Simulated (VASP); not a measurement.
A run of VASP 6.6.1 is set up as follows.

The input INCAR:

```
SYSTEM = Ge
PREC = Accurate ; ENCUT = 520
EDIFF = 1E-6 ; ISMEAR = 0
SIGMA = 0.15 ; LREAL = .FALSE.
LASPH = .TRUE. ; NELM = 60
ALGO = Normal ; ISIF = 2
LWAVE = .FALSE. ; LCHARG = .FALSE.
GGA = PS ; NBANDS = 21
```

File KPOINTS:

```
Automatic mesh
0
G
  14 14 14
  0 0 0
```

POSCAR

```
Ge
1.0
    0.0000000000      2.7904693977      2.7904693977
    2.7904693977      0.0000000000      2.7904693977
    2.7904693977      2.7904693977      0.0000000000
Ge
2
Direct
    0.5147998756      0.4852001244      0.4852001244
    0.7352001244      0.7647998756      0.7647998756
```

Potentials or basis: VASP PAW PBE potentials, release 64 (Ge_d).

Command:

```bash
$ cat potpaw_PBE.64/Ge_d/POTCAR > POTCAR
$ mpirun -np 1 vasp_std > vasp.out
```

**Question.** Estimate the band gap on the k mesh.

**Answer.** Zero (bands 14 and 15 overlap by 0.62 eV).

**Question.** Estimate the pressure.

**Answer.** 4.4 GPa.

**Question.** What does it give for the largest force?

**Answer.** 1.934 eV/Å.

Stress tensor (GPa, compression positive):
```
 3.33  0.00  0.00
 0.00  4.91 -6.45
 0.00 -6.45  4.91
```

Caveat: the cell differs from its parent crystal (atoms displaced along a vibrational mode, the cell strained); the cell stands under pressure; semilocal functionals underestimate gaps, and a narrow one can read as zero; the PAW data sets were made with another functional, which shifts forces and pressure a little.
